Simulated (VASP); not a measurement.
## Au: relaxation of cell and atoms with LDA

The system is Au.

```
Au
1.0
    -1.55811    1.55811    1.55811
     1.55811   -1.55811    1.55811
     1.55811    1.55811   -1.55811
Au
1
Direct
  0.00000 0.00000 0.00000
```

```
Program                : VASP 6.6.1
Task                   : relaxation of cell and atoms
Functional             : LDA
Potentials or basis    : VASP PAW LDA potentials, release 64 (Au)
Cutoff                 : 600 eV
k mesh                 : 17 × 17 × 17
Occupations            : fermi-dirac, width 0.1 eV
Spin                   : no spin polarisation
Target pressure        : 23 GPa
Dipole correction      : no
Further INCAR settings : ALGO = Normal; EDIFF = 1e-07; IBRION = 2; EDIFFG = -0.005; NSW = 60; ISIF = 3
```

```
Relaxed volume                                         : 15.20 Å³/atom
Relaxed cell                                           : a = 2.703 Å, b = 2.703 Å, c = 2.703 Å, α = 109.47°, β = 109.47°, γ = 109.47°
Space group after relaxing (to 0.05 Å)                 : Im-3m (No. 229)
Energy change on relaxing (the enthalpy is what falls) : -9.9 meV/atom
Ionic steps                                            : 3
Pressure after relaxing                                : 23.0 GPa
```

Step by step:
| step | energy change (eV) | largest force (eV/Å) | pressure (GPa) | volume (Å³) |
| --- | --- | --- | --- | --- |
| 1 | 0.0000 | 0.0000 | 24.39 | 15.13 |
| 2 | -0.0388 | 0.0000 | 18.59 | 15.42 |
| 3 | -0.0099 | 0.0000 | 22.99 | 15.20 |

Final structure:
```
Au
1.0
    -1.56042    1.56042    1.56042
     1.56042   -1.56042    1.56042
     1.56042    1.56042   -1.56042
Au
1
Direct
  0.00000 0.00000 0.00000
```

Levels at points of the mesh, in eV from the Fermi level:
| k point | band 3 | band 4 | band 5 | band 6 | band 7 | band 8 | band 9 |
| --- | --- | --- | --- | --- | --- | --- | --- |
| (0.00, 0.00, 0.00) | -5.54 | -5.54 | -3.18 | -3.18 | 16.46 | 16.46 | 16.46 |

It took 26 s on 1 thread of Intel(R) Xeon(R) Platinum 8488C (Sapphire Rapids), with other jobs on the host, peak memory 0.15 GiB.

Caveat: the cell is relaxed towards a set pressure, so the enthalpy falls and the energy may rise; spin-orbit coupling is left out, which moves the levels of the heavy elements.
